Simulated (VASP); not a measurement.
# SrCl2 (R-3m) in VASP: single point with HSE06

Aim: the single point of SrCl2 with HSE06.

Program: VASP 6.6.1. These are calculated values, not measurements. Logs are shortened: lines on timing, memory, paths and dates and some standing lists are left out, and cuts for length are marked.

**1. The cell of the first run**

The structure is trigonal, space group R-3m (No. 166). Conventional cell: a = 4.897 Å, b = 4.897 Å, c = 12.266 Å, α = 90.00°, β = 90.00°, γ = 120.00°. Within 4.0 Å of Sr (site symmetry -3m) lie 8 Cl at 3.01 to 3.05 Å. Cl (site symmetry 3m) has 4 Sr at 3.01 to 3.05 Å and 6 Cl at 3.47 to 3.51 Å within 4.0 Å.

**2. Single point, HSE06 (epitaxial 111 strain -1.0%)**

Contents of POSCAR:

```
SrCl2
1.0
    0.0521895841      3.5149304885      3.5149304885
    3.5149304885      0.0521895841      3.5149304885
    3.5149304885      3.5149304885      0.0521895841
Sr Cl
1 2
Direct
    0.0000000000      0.0000000000      0.0000000000
    0.2487447933      0.2487447933      0.2487447933
    0.7512552067      0.7512552067      0.7512552067
```

Contents of INCAR.step1:

```
ALGO = Normal ; EDIFF = 1E-5
ENCUT = 520 ; GGA = PE
ISIF = 2 ; ISMEAR = 0
LASPH = T ; LCHARG = F
LREAL = F ; LWAVE = T
NBANDS = 19 ; NELM = 60
PREC = Accurate ; SIGMA = 0.01
```

Contents of INCAR.step2:

```
ALGO = Normal ; EDIFF = 1E-6
ENCUT = 520 ; GGA = PE
HFSCREEN = 0.2079 ; ISIF = 2
ISMEAR = 0 ; ISTART = 1
LASPH = T ; LCHARG = F
LHFCALC = T ; LREAL = F
LWAVE = F ; NBANDS = 19
NELM = 60 ; PREC = Accurate
PRECFOCK = Normal ; SIGMA = 0.01
```

Contents of KPOINTS:

```
k-points
0
Gamma
  4 4 4
```

Potentials or basis: VASP PAW PBE potentials, release 64 (Sr_sv, Cl).

Command:

```console
$ cat potpaw_PBE.64/Sr_sv/POTCAR potpaw_PBE.64/Cl/POTCAR > POTCAR
$ cp INCAR.step1 INCAR
$ mpirun -np 1 vasp_std > vasp.out
$ cp INCAR.step2 INCAR
$ mpirun -np 1 vasp_std > vasp.out
```

OUTCAR:

```text
EDIFF = 1E-6
   ENCUT = 520
   GGA = PE
   HFSCREEN = 0.2079
   ISIF = 2
   ISMEAR = 0
   ISTART = 1
   LASPH = T
   LHFCALC = T
   LREAL = F
   NELM = 60
   PREC = Accurate
   PRECFOCK = Normal

 ion  position               nearest neighbor table
   1  0.000  0.000  0.000-   3 3.01   3 3.01   2 3.01   2 3.01   3 3.01   2 3.01   3 3.05   2 3.05

   2  0.249  0.249  0.249-   1 3.01   1 3.01   1 3.01   1 3.05
   3  0.751  0.751  0.751-   1 3.01   1 3.01   1 3.01   1 3.05

  LATTYP: Found a trigonal (rhomboedric) cell.
 ALAT       =     4.9711363319
 COS(alpha) =     0.5147912245

  Lattice vectors:

 A1 = (   0.0521895841,   3.5149304885,   3.5149304885)
 A2 = (   3.5149304885,   0.0521895841,   3.5149304885)
 A3 = (   3.5149304885,   3.5149304885,   0.0521895841)

Analysis of symmetry for initial positions (statically):
=====================================================================
 Subroutine PRICEL returns:
 Original cell was already a primitive cell.

 Routine SETGRP: Setting up the symmetry group for a
 trigonal (rhombohedral) supercell.

 Subroutine GETGRP returns: Found 12 space group operations
 (whereof 12 operations were pure point group operations)
 out of a pool of 12 trial point group operations.

The static configuration has the point symmetry D_3d.

Analysis of symmetry for dynamics (positions and initial velocities):
=====================================================================
 Subroutine PRICEL returns:
 Original cell was already a primitive cell.

 Routine SETGRP: Setting up the symmetry group for a
 trigonal (rhombohedral) supercell.

 Subroutine GETGRP returns: Found 12 space group operations
 (whereof 12 operations were pure point group operations)
 out of a pool of 12 trial point group operations.

The dynamic configuration has the point symmetry D_3d.

 Subroutine INISYM returns: Found 12 space group operations
 (whereof 12 operations are pure point group operations),
 and found     1 'primitive' translations

----------------------------------------------------------------------------------------

                                     Primitive cell

  volume of cell :      84.9179

  direct lattice vectors                    reciprocal lattice vectors
     0.052189584  3.514930489  3.514930489    -0.145458367  0.143330205  0.143330205
     3.514930489  0.052189584  3.514930489     0.143330205 -0.145458367  0.143330205
     3.514930489  3.514930489  0.052189584     0.143330205  0.143330205 -0.145458367

  length of vectors
     4.971136332  4.971136332  4.971136332     0.249489943  0.249489943  0.249489943

  position of ions in fractional coordinates (direct lattice)
     0.000000000  0.000000000  0.000000000
     0.248744793  0.248744793  0.248744793
     0.751255207  0.751255207  0.751255207

  ion indices of the primitive-cell ions
   primitive index   ion index
                 1           1
                 2           2
                 3           3

----------------------------------------------------------------------------------------

 KPOINTS: k-points

Automatic generation of k-mesh.
 Grid dimensions read from file:
 generate k-points for:    4    4    4

 Generating k-lattice:

  Cartesian coordinates                     Fractional coordinates (reciprocal lattice)
    -0.036364592  0.035832551  0.035832551     0.250000000  0.000000000  0.000000000
     0.035832551 -0.036364592  0.035832551     0.000000000  0.250000000  0.000000000
     0.035832551  0.035832551 -0.036364592     0.000000000  0.000000000  0.250000000

  Length of vectors
     0.062372486  0.062372486  0.062372486

  Shift w.r.t. Gamma in fractional coordinates (k-lattice)
     0.000000000  0.000000000  0.000000000

 Subroutine IBZKPT returns following result:
 ===========================================

 Found     13 irreducible k-points:

 Following reciprocal coordinates:
            Coordinates               Weight
  0.000000  0.000000  0.000000      1.000000
  0.250000  0.000000  0.000000      6.000000
  0.500000  0.000000  0.000000      3.000000
  0.250000  0.250000  0.000000      6.000000
  0.500000  0.250000  0.000000     12.000000
 -0.250000  0.250000  0.000000      6.000000
  0.500000  0.500000  0.000000      3.000000
  0.250000  0.250000  0.250000      2.000000
  0.500000  0.250000  0.250000      6.000000
 -0.250000  0.250000  0.250000      6.000000
  0.500000  0.500000  0.250000      6.000000
 -0.250000  0.500000  0.250000      6.000000
  0.500000  0.500000  0.500000      1.000000
   k-points           NKPTS =     13   k-points in BZ     NKDIM =     64   number of bands    NBANDS=     19
   number of dos      NEDOS =    301   number of ions     NIONS =      3
   total plane-waves  NPLWV =  64000
   dimension x,y,z NGX =    40 NGY =   40 NGZ =   40
   dimension x,y,z NGXF=    80 NGYF=   80 NGZF=   80
   ions per type =               1   2
   NGX,Y,Z   is equivalent  to a cutoff of  13.38, 13.38, 13.38 a.u.
   NGXF,Y,Z  is equivalent  to a cutoff of  26.75, 26.75, 26.75 a.u.
 SYSTEM =  unknown system
   PREC   = accura    normal or accurate (medium, high low for compatibility)
   ISTART =      1    job   : 0-new  1-cont  2-samecut
   ICHARG =      0    charge: 1-file 2-atom 10-const
   ISPIN  =      1    spin polarized calculation?
   LNONCOLLINEAR =      F non collinear calculations
   LSORBIT =      F    spin-orbit coupling
   LASPH  =      T    aspherical Exc in radial PAW
   ENCUT  =  520.0 eV  38.22 Ry    6.18 a.u.   9.24  9.24  9.24*2*pi/ulx,y,z
   NELM   =     60;   NELMIN=  2; NELMDL=  0     # of ELM steps
   EDIFF  = 0.1E-05   stopping-criterion for ELM
   LREAL  =      F    real-space projection
   EDIFFG = 0.1E-04   stopping-criterion for IOM
   NSW    =      0    number of steps for IOM
   IBRION =     -1    ionic relax: 0-MD 1-quasi-New 2-CG
   NFREE  =      0    steps in history (QN), initial steepest desc. (CG)
   ISIF   =      2    stress and relaxation
   ISYM   =      3    0-nonsym 1-usesym 2-fastsym
   POTIM  = 0.5000    time-step for ionic-motion
   TEBEG  =    0.0;   TEEND  =   0.0 temperature during run
   PSTRESS=    0.0 pullay stress
   NELECT =      24.0000    total number of electrons
   NUPDOWN=      -1.0000    fix difference up-down
   EMIN   =  10.00;   EMAX   =-10.00  energy-range for DOS
   EFERMI =   0.00;   METHOD = LEGACY
   ISMEAR =     0;   SIGMA  =   0.01  broadening in eV -4-tet -1-fermi 0-gaus
   EFERMI_NEDOS =   21; number of points for ismear=-14 and -15
   IALGO  =     38    algorithm
   IMIX   =      1    mixing-type and parameters
     AMIX     =   0.40;   BMIX     =  1.00
     AMIX_MAG =   1.60;   BMIX_MAG =  1.00
  volume/ion in A,a.u.               =      28.31       191.02
  Fermi-wavevector in a.u.,A,eV,Ry     =   1.074349  2.030226 15.704209  1.154227
  Thomas-Fermi vector in A             =   2.210175
   LORBIT       =      0    0 simple, 1 ext, 2 COOP (PROOUT), +10 PAW based schemes
   GGA     = PE    functional components
   LHFCALC =     T    Hartree Fock is set to
   PRECFOCK=normal    Normal, Fast or Accurate (Low or Medium for compatibility)
   ENCUT4O =  -1.0   cutoff for four orbital integrals eV
   NKREDX  =     1    reduce k-point grid by
   NKREDY  =     1    reduce k-point grid by
   NKREDZ  =     1    reduce k-point grid by
   AEXX    =    0.2500 exact exchange contribution
   HFSCREEN=    0.2079 screening length (either q_TF or 0.3 A-1)
   HFSCREENC=   0.2079 screening length for correlation (either q_TF or 0.3 A-1)
   ENCUTFOCK=  -1.0 apply spherical cutoff to Coloumb kernel
   IVDW    =     0    specifies the selected vdW correction
   LEPSILON=     F    determine dielectric tensor
   LRPA    =     F    only Hartree local field effects (RPA)
 non-spin polarized calculation
 Gauss-broadening in eV      SIGMA  =   0.01
  energy-cutoff  :      520.00
  volume of cell :       84.92
 maximum number of plane-waves:      2298
 NGX is ok and might be reduce to    40
  NGX = 28; NGY = 28; NGZ = 28

 number of electron      24.0000002 magnetization

 Free energy of the ion-electron system (eV)
  ---------------------------------------------------
  ext. energy  EPLUGINS =         0.00000000
  ---------------------------------------------------
  free energy    TOTEN  =       -14.80949600 eV

  energy without entropy =      -14.80949600  energy(sigma->0) =      -14.80949600

 E-fermi :  -0.7102     XC(G=0):  -6.9047

 val. band max:       -0.7734279130   @ k =   0.5000   0.5000   0.0000
 cond. band min:       5.8413076352   @ k =   0.0000   0.0000   0.0000
 fundamental gap:      6.6147355482
 Fermi energy:        -0.7102376208

 k-point     1 :       0.0000    0.0000    0.0000
  band No.  band energies     occupation
      1     -35.7287      2.00000
      2     -16.4494      2.00000
      3     -16.4471      2.00000
      4     -16.4471      2.00000
      5     -15.3254      2.00000
      6     -14.4004      2.00000
[... 11 lines left out ...]
     18       9.6890      0.00000
     19      10.2494      0.00000

 k-point     2 :       0.2500    0.0000    0.0000
  band No.  band energies     occupation
      1     -35.7268      2.00000
      2     -16.6903      2.00000
      3     -16.4570      2.00000
      4     -16.4565      2.00000
      5     -14.9726      2.00000
      6     -14.4974      2.00000
[... 11 lines left out ...]
     18       9.4699      0.00000
     19      10.4202      0.00000

 k-point     3 :       0.5000    0.0000    0.0000
  band No.  band energies     occupation
      1     -35.7249      2.00000
      2     -16.8465      2.00000
      3     -16.4658      2.00000
      4     -16.4647      2.00000
      5     -14.8979      2.00000
      6     -14.3884      2.00000
[... 11 lines left out ...]
     18       9.5357      0.00000
     19       9.5396      0.00000

 k-point     4 :       0.2500    0.2500    0.0000
  band No.  band energies     occupation
      1     -35.7262      2.00000
      2     -16.7434      2.00000
      3     -16.4689      2.00000
      4     -16.4672      2.00000
      5     -14.8168      2.00000
      6     -14.5716      2.00000
[... 11 lines left out ...]
     18       9.3244      0.00000
     19       9.7825      0.00000

 k-point     5 :       0.5000    0.2500    0.0000
  band No.  band energies     occupation
      1     -35.7243      2.00000
      2     -16.8174      2.00000
      3     -16.5813      2.00000
      4     -16.4770      2.00000
      5     -14.6780      2.00000
      6     -14.4944      2.00000
[... 11 lines left out ...]
     18       9.6846      0.00000
     19      10.4632      0.00000

 k-point     6 :      -0.2500    0.2500    0.0000
  band No.  band energies     occupation
      1     -35.7248      2.00000
      2     -16.7579      2.00000
      3     -16.5975      2.00000
      4     -16.4649      2.00000
      5     -14.6750      2.00000
      6     -14.5639      2.00000
[... 11 lines left out ...]
     18       9.3773      0.00000
     19      10.6260      0.00000

 k-point     7 :       0.5000    0.5000    0.0000
  band No.  band energies     occupation
      1     -35.7237      2.00000
      2     -16.9319      2.00000
      3     -16.4889      2.00000
      4     -16.4872      2.00000
      5     -14.7315      2.00000
      6     -14.3940      2.00000
[... 11 lines left out ...]
     18       9.2643      0.00000
     19      10.7208      0.00000

 k-point     8 :       0.2500    0.2500    0.2500
  band No.  band energies     occupation
      1     -35.7270      2.00000
      2     -16.6833      2.00000
      3     -16.4549      2.00000
      4     -16.4549      2.00000
      5     -14.9903      2.00000
      6     -14.4871      2.00000
[... 11 lines left out ...]
     18       9.3862      0.00000
     19      10.3355      0.00000

 k-point     9 :       0.5000    0.2500    0.2500
  band No.  band energies     occupation
      1     -35.7251      2.00000
      2     -16.7388      2.00000
      3     -16.6105      2.00000
      4     -16.4643      2.00000
      5     -14.6984      2.00000
      6     -14.5439      2.00000
[... 11 lines left out ...]
     18       9.4112      0.00000
     19      10.6722      0.00000

 k-point    10 :      -0.2500    0.2500    0.2500
  band No.  band energies     occupation
      1     -35.7243      2.00000
      2     -16.8313      2.00000
      3     -16.5638      2.00000
      4     -16.4765      2.00000
      5     -14.6991      2.00000
      6     -14.4773      2.00000
[... 11 lines left out ...]
     18       9.6814      0.00000
     19      10.3199      0.00000

 k-point    11 :       0.5000    0.5000    0.2500
  band No.  band energies     occupation
      1     -35.7245      2.00000
      2     -16.8128      2.00000
      3     -16.5809      2.00000
      4     -16.4750      2.00000
      5     -14.6636      2.00000
      6     -14.5132      2.00000
[... 11 lines left out ...]
     18       9.5829      0.00000
     19      10.4274      0.00000

 k-point    12 :      -0.2500    0.5000    0.2500
  band No.  band energies     occupation
      1     -35.7237      2.00000
      2     -16.7399      2.00000
      3     -16.7212      2.00000
      4     -16.4885      2.00000
      5     -14.5585      2.00000
      6     -14.5259      2.00000
[... 11 lines left out ...]
     18      10.2865      0.00000
     19      11.3497      0.00000

 k-point    13 :       0.5000    0.5000    0.5000
  band No.  band energies     occupation
      1     -35.7253      2.00000
      2     -16.8389      2.00000
      3     -16.4627      2.00000
      4     -16.4627      2.00000
      5     -14.8769      2.00000
      6     -14.4183      2.00000
[... 11 lines left out ...]
     18       9.4504      0.00000
     19       9.4504      0.00000

------------------------ aborting loop because EDIFF is reached ----------------------------------------

  FORCE on cell =-STRESS in cart. coord.  units (eV):
  Direction    XX          YY          ZZ          XY          YZ          ZX
  --------------------------------------------------------------------------------------
  -------------------------------------------------------------------------------------
  Total        0.2923036      0.2923036      0.2923036     -0.0704596     -0.0704596     -0.0704596
  in kB        5.5150025      5.5150025      5.5150025     -1.3293871     -1.3293871     -1.3293871
  external PRESSURE =       5.5150025 kB  Pullay stress =       0.0000000 kB

 VOLUME and BASIS-vectors are now :
 -----------------------------------------------------------------------------
  energy-cutoff  :      520.00
  volume of cell :       84.92
      direct lattice vectors                 reciprocal lattice vectors
     0.052189584  3.514930489  3.514930489    -0.145458367  0.143330205  0.143330205
     3.514930489  0.052189584  3.514930489     0.143330205 -0.145458367  0.143330205
     3.514930489  3.514930489  0.052189584     0.143330205  0.143330205 -0.145458367

 POSITION                                       TOTAL-FORCE (eV/Angst)
 -----------------------------------------------------------------------------------
      0.00000      0.00000      0.00000        -0.000000     -0.000000     -0.000000
      1.76162      1.76162      1.76162         0.004540      0.004540      0.004540
      5.32043      5.32043      5.32043        -0.004540     -0.004540     -0.004540
 -----------------------------------------------------------------------------------
    total drift:                                0.000000     -0.000000     -0.000000

  FREE ENERGIE OF THE ION-ELECTRON SYSTEM (eV)
  ---------------------------------------------------
  free  energy   TOTEN  =       -14.8094959952 eV

  energy  without entropy=      -14.8094959952  energy(sigma->0) =      -14.80949600
```

Wall time 27 min (1 thread of Intel Xeon Platinum 8375C at 2.90GHz (Ice Lake), shared host); peak memory 0.35 GiB.

What came out:

| Quantity | Value |
| --- | --- |
| Free energy | -14.8095 eV |
| Pressure | 0.6 GPa |
| Largest force | 0.008 eV/Å |
| Band gap on the k mesh | 6.61 eV (least direct gap 6.82 eV) |

Forces on the atoms (eV/Å):
```
Sr   0.000  0.000  0.000
Cl   0.005  0.005  0.005
Cl  -0.005 -0.005 -0.005
```

Stress tensor (GPa, compression positive):
```
 0.55 -0.13 -0.13
-0.13  0.55 -0.13
-0.13 -0.13  0.55
```

Caveat: the cell differs from its parent crystal (epitaxial 111 strain -1.0%); the PAW data sets were made with another functional, which shifts forces and pressure a little.
